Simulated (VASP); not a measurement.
GaN: single point with PBE

Crystal: GaN.

```
Ga N
1.0
     0.00000    2.24895    2.24895
     2.24895    0.00000    2.24895
     2.24895    2.24895    0.00000
Ga N
1 1
Direct
  0.00000 0.00000 0.00000
  0.25000 0.25000 0.25000
```

```json
{"Program": "VASP 6.6.1", "Task": "single point", "Functional": "PBE", "Potentials or basis": "VASP PAW PBE potentials, release 64 (Ga_d, N)", "Cutoff": "520 eV", "k mesh": "10 × 10 × 10", "Occupations": "fermi-dirac, width 0.02 eV", "Spin": "no spin polarisation", "Dipole correction": "no", "Further INCAR settings": "ALGO = Normal; EDIFF = 1e-06; NBANDS = 16"}
```

The pressure is 6.3 GPa. The band gap on the k mesh is 1.76 eV, direct.

Levels at points of the mesh, in eV from the valence-band top:
| k point | band 6 | band 7 | band 8 | band 9 | band 10 | band 11 | band 12 | band 13 |
| --- | --- | --- | --- | --- | --- | --- | --- | --- |
| (0.00, 0.00, 0.00) | -13.12 | 0.00 | 0.00 | 0.00 | 1.76 | 10.34 | 10.34 | 10.34 |
| (0.50, 0.00, 0.00) | -11.88 | -7.08 | -0.98 | -0.98 | 4.68 | 8.76 | 10.40 | 10.40 |
| (0.50, 0.50, 0.00) | -11.45 | -6.15 | -2.72 | -2.72 | 3.35 | 6.70 | 11.75 | 14.03 |

It took 6.6 s on 1 thread of Intel(R) Xeon(R) 6975P-C (Granite Rapids), on a shared host, peak memory 0.14 GiB.
